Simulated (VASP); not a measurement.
# Al (P1) in VASP: single point with PBE+D3(BJ)

Aim: the single point of Al with PBE+D3(BJ).

All numbers are computed with VASP 6.6.1; they aren't measurements. Logs are shortened: lines on timing, memory, paths and dates and some standing lists are left out, and cuts for length are marked.

**1. The cell of the first run**

The typed cell holds 8 atoms: a = 5.679 Å, b = 5.763 Å, c = 5.668 Å, α = 60.58°, β = 60.40°, γ = 61.37°.

**2. Single point, PBE+D3(BJ) (atoms moved at random and the cell strained at random)**

INCAR

```
SYSTEM = Al
PREC = Accurate
ENCUT = 520
EDIFF = 1E-7
ISMEAR = 0
SIGMA = 0.15
LREAL = .False.
LASPH = .True.
NELM = 60
ALGO = Fast
ISIF = 2
LWAVE = .False.
LCHARG = .False.
GGA = PE
IVDW = 12
NBANDS = 22
```

KPOINTS

```
Automatic mesh
0
Gamma
  10 10 10
  0 0 0
```

POSCAR

```
Al
1.0
   -4.0024855430      4.0286447738     -0.0412626105
   -4.0524366703     -0.0912137378      4.0965953644
    0.0112362772      3.9986184405      4.0166179038
Al
8
Direct
    0.0009447083      0.0004850955      0.0011611048
    0.4879637997     -0.0001861327      0.0006176893
   -0.0042652859      0.5021059677     -0.0042726287
    0.0082161273     -0.0005098302      0.4920037276
    0.5065390111      0.4952532639      0.0019408524
    0.4902762189      0.0024170864      0.5099062928
    0.0006482967      0.5052200247      0.5018746950
    0.5096771238      0.4952145248      0.4967682667
```

Potentials or basis: VASP PAW PBE potentials, release 64 (Al).

The run is started by

```console
$ cat potpaw_PBE.64/Al/POTCAR > POTCAR
$ mpirun -np 1 vasp_std > vasp.out
```

OUTCAR:

```text
SYSTEM = Al
   PREC = Accurate
   ENCUT = 520
   EDIFF = 1E-7
   ISMEAR = 0
   LREAL = .False.
   LASPH = .True.
   NELM = 60
   ISIF = 2
   GGA = PE
   IVDW = 12
 IVDW          = 12

 ion  position               nearest neighbor table
   1  0.001  0.000  0.001-   2 2.76   6 2.80   4 2.80   3 2.86   4 2.87   7 2.87   5 2.89   7 2.90
                             3 2.90   6 2.91   2 2.92   5 2.95
   2  0.488  1.000  0.001-   1 2.76   6 2.77   4 2.77   5 2.86   8 2.88   8 2.89   6 2.90   3 2.90
                             5 2.91   1 2.92   3 2.94   4 2.94
   3  0.996  0.502  0.996-   7 2.78   5 2.78   8 2.82   1 2.86   4 2.88   4 2.89   7 2.89   8 2.89
                             5 2.90   1 2.90   2 2.90   2 2.94
   4  0.008  0.999  0.492-   2 2.77   6 2.80   1 2.80   7 2.84   1 2.87   3 2.88   6 2.88   3 2.89
                             8 2.90   7 2.92   8 2.94   2 2.94
   5  0.507  0.495  0.002-   3 2.78   8 2.81   7 2.84   8 2.85   2 2.86   7 2.87   6 2.88   6 2.88
                             1 2.89   3 2.90   2 2.91   1 2.95
   6  0.490  0.002  0.510-   2 2.77   4 2.80   1 2.80   8 2.86   5 2.88   5 2.88   4 2.88   7 2.90
                             2 2.90   8 2.91   1 2.91   7 2.94
   7  0.001  0.505  0.502-   3 2.78   8 2.83   5 2.84   4 2.84   8 2.85   1 2.87   5 2.87   3 2.89
                             1 2.90   6 2.90   4 2.92   6 2.94
   8  0.510  0.495  0.497-   5 2.81   3 2.82   7 2.83   7 2.85   5 2.85   6 2.86   2 2.88   2 2.89
                             3 2.89   4 2.90   6 2.91   4 2.94

  LATTYP: Found a triclinic cell.
 ALAT       =     9.8563449464
 B/A-ratio  =     0.5790837446
 C/A-ratio  =     2.3681242653
 COS(alpha) =     0.0007680856
 COS(beta)  =     0.4876509160
 COS(gamma) =     0.8674766240

  Lattice vectors:

 A1 = (  -4.0249580974,  -3.9685921072,  -8.0744984181)
 A2 = (  -4.0137218202,   0.0300263333,  -4.0578805143)
 A3 = (  12.0349352019, -15.9633126908, -12.0473059510)

Analysis of symmetry for initial positions (statically):
=====================================================================
 Subroutine PRICEL returns:
 Original cell was already a primitive cell.

 Routine SETGRP: Setting up the symmetry group for a
 triclinic supercell.

 Subroutine GETGRP returns: Found  1 space group operations
 (whereof  1 operations were pure point group operations)
 out of a pool of  2 trial point group operations.

The static configuration has the point symmetry C_1 .

Analysis of symmetry for dynamics (positions and initial velocities):
=====================================================================
 Subroutine PRICEL returns:
 Original cell was already a primitive cell.

 Routine SETGRP: Setting up the symmetry group for a
 triclinic supercell.

 Subroutine GETGRP returns: Found  1 space group operations
 (whereof  1 operations were pure point group operations)
 out of a pool of  2 trial point group operations.

The dynamic configuration has the point symmetry C_1 .

 Subroutine INISYM returns: Found  1 space group operations
 (whereof  1 operations are pure point group operations),
 and found     1 'primitive' translations

----------------------------------------------------------------------------------------

                                     Primitive cell

  volume of cell :     133.4586

  direct lattice vectors                    reciprocal lattice vectors
    -4.002485543  4.028644774 -0.041262610    -0.125485271  0.122308464 -0.121409330
    -4.052436670 -0.091213738  4.096595364    -0.122483799 -0.120456738  0.120259584
     0.011236277  3.998618441  4.016617904     0.123633545  0.124111701  0.125064294

  length of vectors
     5.679046737  5.763042295  5.667653401     0.213181000  0.209700916  0.215244153

  position of ions in fractional coordinates (direct lattice)
     0.000944708  0.000485095  0.001161105
     0.487963800  0.999813867  0.000617689
     0.995734714  0.502105968  0.995727371
     0.008216127  0.999490170  0.492003728
     0.506539011  0.495253264  0.001940852
     0.490276219  0.002417086  0.509906293
     0.000648297  0.505220025  0.501874695
     0.509677124  0.495214525  0.496768267

  ion indices of the primitive-cell ions
   primitive index   ion index
                 1           1
                 2           2
                 3           3
                 4           4
                 5           5
                 6           6
                 7           7
                 8           8

----------------------------------------------------------------------------------------

 KPOINTS: Automatic mesh

Automatic generation of k-mesh.
 Grid dimensions read from file:
 generate k-points for:   10   10   10

 Generating k-lattice:

  Cartesian coordinates                     Fractional coordinates (reciprocal lattice)
    -0.012548527  0.012230846 -0.012140933     0.100000000  0.000000000 -0.000000000
    -0.012248380 -0.012045674  0.012025958     0.000000000  0.100000000  0.000000000
     0.012363355  0.012411170  0.012506429     0.000000000 -0.000000000  0.100000000

  Length of vectors
     0.021318100  0.020970092  0.021524415

  Shift w.r.t. Gamma in fractional coordinates (k-lattice)
     0.000000000  0.000000000  0.000000000

 Subroutine IBZKPT returns following result:
 ===========================================

 Found    504 irreducible k-points:

 Following reciprocal coordinates:
            Coordinates               Weight
  0.000000  0.000000  0.000000      1.000000
  0.100000 -0.000000  0.000000      2.000000
  0.200000 -0.000000  0.000000      2.000000
  0.300000  0.000000  0.000000      2.000000
  0.400000 -0.000000  0.000000      2.000000
  0.500000 -0.000000 -0.000000      1.000000
[... 16 lines left out ...]
 -0.400000  0.200000  0.000000      2.000000
 -0.300000  0.200000  0.000000      2.000000
 [... further k-points ...]
   k-points           NKPTS =    504   k-points in BZ     NKDIM =    504   number of bands    NBANDS=     22
   number of dos      NEDOS =    301   number of ions     NIONS =      8
   total plane-waves  NPLWV =  84672
   dimension x,y,z NGX =    42 NGY =   48 NGZ =   42
   dimension x,y,z NGXF=    84 NGYF=   96 NGZF=   84
   ions per type =               8
   NGX,Y,Z   is equivalent  to a cutoff of  12.29, 13.85, 12.32 a.u.
   NGXF,Y,Z  is equivalent  to a cutoff of  24.59, 27.69, 24.64 a.u.
 SYSTEM =  Al
   PREC   = accura    normal or accurate (medium, high low for compatibility)
   ISTART =      0    job   : 0-new  1-cont  2-samecut
   ICHARG =      2    charge: 1-file 2-atom 10-const
   ISPIN  =      1    spin polarized calculation?
   LNONCOLLINEAR =      F non collinear calculations
   LSORBIT =      F    spin-orbit coupling
   LASPH  =      T    aspherical Exc in radial PAW
   ENCUT  =  520.0 eV  38.22 Ry    6.18 a.u.  10.56 10.72 10.54*2*pi/ulx,y,z
   NELM   =     60;   NELMIN=  2; NELMDL= -5     # of ELM steps
   EDIFF  = 0.1E-06   stopping-criterion for ELM
   LREAL  =      F    real-space projection
   EDIFFG = 0.1E-05   stopping-criterion for IOM
   NSW    =      0    number of steps for IOM
   IBRION =     -1    ionic relax: 0-MD 1-quasi-New 2-CG
   NFREE  =      0    steps in history (QN), initial steepest desc. (CG)
   ISIF   =      2    stress and relaxation
   ISYM   =      2    0-nonsym 1-usesym 2-fastsym
   POTIM  = 0.5000    time-step for ionic-motion
   TEBEG  =    0.0;   TEEND  =   0.0 temperature during run
   PSTRESS=    0.0 pullay stress
   NELECT =      24.0000    total number of electrons
   NUPDOWN=      -1.0000    fix difference up-down
   EMIN   =  10.00;   EMAX   =-10.00  energy-range for DOS
   EFERMI =   0.00;   METHOD = LEGACY
   ISMEAR =     0;   SIGMA  =   0.15  broadening in eV -4-tet -1-fermi 0-gaus
   EFERMI_NEDOS =   21; number of points for ismear=-14 and -15
   IALGO  =     68    algorithm
   IMIX   =      4    mixing-type and parameters
     AMIX     =   0.40;   BMIX     =  1.00
     AMIX_MAG =   1.60;   BMIX_MAG =  1.00
  volume/ion in A,a.u.               =      16.68       112.58
  Fermi-wavevector in a.u.,A,eV,Ry     =   0.924052  1.746205 11.617632  0.853872
  Thomas-Fermi vector in A             =   2.049756
   LORBIT       =      0    0 simple, 1 ext, 2 COOP (PROOUT), +10 PAW based schemes
   GGA     = PE    functional components
   LHFCALC =     F    Hartree Fock is set to
   AEXX    =    0.0000 exact exchange contribution
   IVDW    =    12    specifies the selected vdW correction
   LEPSILON=     F    determine dielectric tensor
   LRPA    =     F    only Hartree local field effects (RPA)
 non-spin polarized calculation
 RMM-DIIS sequential band-by-band and
 Gauss-broadening in eV      SIGMA  =   0.15
  energy-cutoff  :      520.00
  volume of cell :      133.46
 maximum number of plane-waves:      3614
   NGX = 21   NGY = 21   NGZ = 21

 number of electron      24.0000000 magnetization

 Free energy of the ion-electron system (eV)
  ---------------------------------------------------
  ext. energy  EPLUGINS =         0.00000000
  ---------------------------------------------------
  free energy    TOTEN  =       -29.91962623 eV

  energy without entropy =      -29.88132052  energy(sigma->0) =      -29.90047337

 E-fermi :   7.9028     XC(G=0): -10.1553

 val. band max:        7.9014841387   @ k =   0.2000   0.0000   0.4000
 cond. band min:       7.9049170825   @ k =   0.3000  -0.4000   0.3000
 fundamental gap:      0.0034329438
 Fermi energy:         7.9028309961

 k-point     1 :       0.0000    0.0000    0.0000
  band No.  band energies     occupation
      1      -3.1788      2.00000
      2       3.0884      2.00000
      3       3.1947      2.00000
      4       3.3706      2.00000
      5       3.4024      2.00000
      6       3.4122      2.00000
[... 14 lines left out ...]
     21      13.3317      0.00000
     22      13.6269      0.00000
[... 552 lines left out ...]
  band No.  band energies     occupation
      1      -2.0699      2.00000
      2      -0.2399      2.00000
      3       0.5573      2.00000
      4       2.4028      2.00000
      5       2.4374      2.00000
      6       4.0806      2.00000
[... 14 lines left out ...]
     21      12.4229      0.00000
     22      12.5373      0.00000

 [... further k-points ...]

------------------------ aborting loop because EDIFF is reached ----------------------------------------

 Edisp (eV)   -2.66027

 E8    (eV) :    -1.1895

  FORCE on cell =-STRESS in cart. coord.  units (eV):
  Direction    XX          YY          ZZ          XY          YZ          ZX
  --------------------------------------------------------------------------------------
  -------------------------------------------------------------------------------------
  Total      -3.42686    -3.11321    -3.27618    -0.55932     0.68996     0.32705
  in kB     -41.13962   -37.37428   -39.33073    -6.71466     8.28306     3.92629
  external pressure =      -39.28 kB  Pullay stress =        0.00 kB

 VOLUME and BASIS-vectors are now :
 -----------------------------------------------------------------------------
  energy-cutoff  :      520.00
  volume of cell :      133.46
      direct lattice vectors                 reciprocal lattice vectors
    -4.002485543  4.028644774 -0.041262610    -0.125485271  0.122308464 -0.121409330
    -4.052436670 -0.091213738  4.096595364    -0.122483799 -0.120456738  0.120259584
     0.011236277  3.998618441  4.016617904     0.123633545  0.124111701  0.125064294

 POSITION                                       TOTAL-FORCE (eV/Angst)
 -----------------------------------------------------------------------------------
     -0.00573      0.00840      0.00661         0.282531     -0.186088     -0.053738
     -6.00474      1.87711      4.07818        -0.330752      0.279594      0.020076
     -6.00898      7.94720      6.01529        -0.225842      0.173734      0.125748
     -4.07773      1.90927      6.07036         0.157123      0.030500      0.231031
     -4.03438      2.00325      2.01575         0.199726     -0.167423     -0.046793
     -1.96639      4.01385      2.03777        -0.128464     -0.037229     -0.264065
     -2.04433      1.96333      4.08549         0.018494     -0.126719     -0.153542
     -4.04122      3.99452      4.00299         0.027186      0.033630      0.141285
 -----------------------------------------------------------------------------------
    total drift:                                0.000001     -0.000000     -0.000003

  FREE ENERGIE OF THE ION-ELECTRON SYSTEM (eV)
  ---------------------------------------------------
  free  energy   TOTEN  =       -32.5798920531 eV

  energy  without entropy=      -32.5415863444  energy(sigma->0) =      -32.56073920
```

It took 28 min on 1 thread of Oxide Virtual Turin-like, shared host; peak memory 0.99 GiB.

Results:

| Item | Value |
| --- | --- |
| Free energy | -32.5799 eV |
| Pressure | -3.9 GPa |
| Largest force | 0.434 eV/Å |
| Band gap on the k mesh | zero (bands 12 and 13 overlap by 2.92 eV) |
| Dispersion energy per atom | -0.333 eV |

Forces on the atoms (eV/Å):
```
Al   0.283 -0.186 -0.054
Al  -0.331  0.280  0.020
Al  -0.226  0.174  0.126
Al   0.157  0.030  0.231
Al   0.200 -0.167 -0.047
Al  -0.128 -0.037 -0.264
Al   0.018 -0.127 -0.154
Al   0.027  0.034  0.141
```

Caveat: the cell differs from its parent crystal (atoms moved at random and the cell strained at random); the cell stands under tension.
